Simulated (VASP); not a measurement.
Set up this calculation in VASP 6.6.1, as the native input.

| Item | Value |
| --- | --- |
| Task | relaxation of volume and atoms at fixed shape |
| Functional | r2SCAN |
| Potentials or basis | VASP PAW PBE potentials, release 64 (Hf_pv) |
| Cutoff | 600 eV |
| k mesh | 6 × 6 × 4 |
| Occupations | fermi-dirac, width 0.05 eV |
| Spin | no spin polarisation |
| Dipole correction | no |
| Further INCAR settings | ALGO = Normal; EDIFF = 1e-07; IBRION = 2; EDIFFG = -0.01; NSW = 80; ISIF = 8 |

The system is Hf.

```
CELL_PARAMETERS angstrom
3.19670 0.00000 0.00000
-1.59835 2.76842 0.00000
0.00000 0.00000 5.05780
ATOMIC_POSITIONS crystal
Hf 0.33333 0.66667 0.25000
Hf 0.66667 0.33333 0.75000
```

The input as run:

POSCAR

```
Hf
1.0
    3.1967000000      0.0000000000      0.0000000000
   -1.5983500000      2.7684230000      0.0000000000
    0.0000000000      0.0000000000      5.0578000000
Hf
2
Direct
    0.3333333333      0.6666666667      0.2500000000
    0.6666666667      0.3333333333      0.7500000000
```

INCAR.step1

```
SYSTEM = Hf
PREC = Accurate ; ENCUT = 600
ISMEAR = -1 ; SIGMA = 0.05
LREAL = .False. ; LASPH = .True.
NELM = 80 ; GGA = PE
ALGO = Normal ; EDIFF = 1E-4
LWAVE = .True. ; LCHARG = .False.
```

INCAR.step2

```
SYSTEM = Hf
PREC = Accurate ; ENCUT = 600
EDIFF = 1E-7 ; ISMEAR = -1
SIGMA = 0.05 ; LREAL = .False.
LASPH = .True. ; NELM = 80
ALGO = Normal ; ISIF = 8
LWAVE = .False. ; LCHARG = .False.
METAGGA = R2SCAN ; LMIXTAU = .True.
IBRION = 2 ; NSW = 80
EDIFFG = -0.01 ; ISTART = 1
```

KPOINTS

```
Automatic mesh
0
Gamma
  6 6 4
  0 0 0
```

Potentials or basis: VASP PAW PBE potentials, release 64 (Hf_pv).

Command:

```console
$ cat potpaw_PBE.64/Hf_pv/POTCAR > POTCAR
$ cp INCAR.step1 INCAR
$ mpirun -np 1 vasp_std > vasp.out
$ cp INCAR.step2 INCAR
$ mpirun -np 1 vasp_std > vasp.out
```

It gave:

The relaxed volume is 22.31 Å³/atom and the relaxed cell is a = 3.194 Å, b = 3.194 Å, c = 5.053 Å, α = 90.00°, β = 90.00°, γ = 120.00°. The space group after relaxing (to 0.1 Å) is P6_3/mmc (No. 194). The energy gained by relaxing is 0.1 meV/atom, the ionic steps are 3 and the pressure after relaxing is 0.0 GPa. The band gap on the k mesh is zero (bands 10 and 11 overlap by 1.67 eV).

Caveat: the k points lie up to 0.38 Å⁻¹ apart in the final cell, too coarse for converged energies and pressures of a metal; the PAW data sets were made with another functional, which shifts forces and pressure a little; spin-orbit coupling is left out, which moves the levels of the heavy elements.

It took 4.4 min on 1 thread of Intel Xeon 8259CL, with other jobs on the host, peak memory 0.2 GiB.
